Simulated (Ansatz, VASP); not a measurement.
# SiO2: VASP beside Ansatz

```
Si O
1.0
     7.30043    0.00000    0.00000
     0.00000    7.30043    0.00000
     0.00000    0.00000    7.30043
Si O
8 16
Direct
  0.27167 0.27167 0.27167
  0.22833 0.72833 0.77167
  0.77167 0.22833 0.72833
  0.72833 0.77167 0.22833
  0.01594 0.01594 0.01594
  0.48406 0.98406 0.51594
  0.51594 0.48406 0.98406
  0.98406 0.51594 0.48406
  0.14381 0.14381 0.14381
  0.35619 0.85619 0.64381
  0.64381 0.35619 0.85619
  0.85619 0.64381 0.35619
  0.63895 0.65136 0.06396
  0.86105 0.34864 0.56396
  0.13895 0.84864 0.93604
  0.36105 0.15136 0.43604
  0.06396 0.63895 0.65136
  0.56396 0.86105 0.34864
  0.93604 0.13895 0.84864
  0.43604 0.36105 0.15136
  0.65136 0.06396 0.63895
  0.34864 0.56396 0.86105
  0.84864 0.93604 0.13895
  0.15136 0.43604 0.36105
```

Change from the starting cell: volume scaled by 1.06, ions relaxed.

Alike in both runs: functional PBE; k mesh 4 × 4 × 4; occupations fermi-dirac, width 0.02 eV; no spin polarisation.

Ansatz relaxed the structure, and its values are those at the end. VASP's run is a single point on that final structure, the one shown.

|  | VASP | Ansatz |
| --- | --- | --- |
| version | VASP 6.6.1 | Ansatz 0.2.0 |
| potentials or method | VASP PAW PBE potentials, release 64 (Si, O) | plane-wave PAW, scalar-relativistic |
| plane-wave cutoff (eV) | 520 | 420 |
| valence electrons in the cell | 128 | 128 |

VASP gave:

- gap on the k mesh at the Fermi level (eV): 5.53
- pressure (GPa): -0.4
- rms of the force components (eV/Å): 0.009

Which values does Ansatz return?

gap on the k mesh at the Fermi level (eV): 5.53; pressure (GPa): -0.5; rms of the force components (eV/Å): 0.011.

The functional is the same, so the differences come from potentials, cutoffs and numerics. Ansatz's warnings: stress scf threshold loose.
